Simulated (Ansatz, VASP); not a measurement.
## One calculation of AlGa3N4, two programs

```xyz
8
Lattice="4.4270 0.0000 0.0000 0.0000 4.4270 0.0000 0.0000 0.0000 4.4270" Properties=species:S:1:pos:R:3 pbc="T T T"
Al    0.0000    0.0000    0.0000
Ga    2.2135    2.2135    0.0000
Ga    2.2135    0.0000    2.2135
Ga    0.0000    2.2135    2.2135
N     3.3416    3.3416    1.0854
N     3.3416    1.0854    3.3416
N     1.0854    3.3416    3.3416
N     1.0854    1.0854    1.0854
```

Alike in both runs: task single point; functional LDA; k mesh 6 × 6 × 6; occupations gaussian, width 0.05 eV; no spin polarisation.

|  | VASP | Ansatz |
| --- | --- | --- |
| version | VASP 6.6.1 | Ansatz 0.2.0 |
| potentials or method | VASP PAW LDA potentials, release 64 (Al, Ga_d, N), cutoff 520 eV | scalar-relativistic, plane waves, PAW |
| valence electrons in the cell | 62 | 62 |

Ansatz gave:

```
gap on the k mesh at the Fermi level (eV) : 2.56
pressure (GPa)                            : 0.0
rms of the force components (eV/Å)        : 0.001
```

Problem. What did VASP give for the same quantities?

Solution. gap on the k mesh at the Fermi level (eV): 2.57; pressure (GPa): 1.0; rms of the force components (eV/Å): 0.012.

LDA's correlation is that of Perdew and Zunger in VASP and of Perdew and Wang (1992) in Ansatz. Atom by atom the forces differ by 0.011 eV/Å (rms over components).
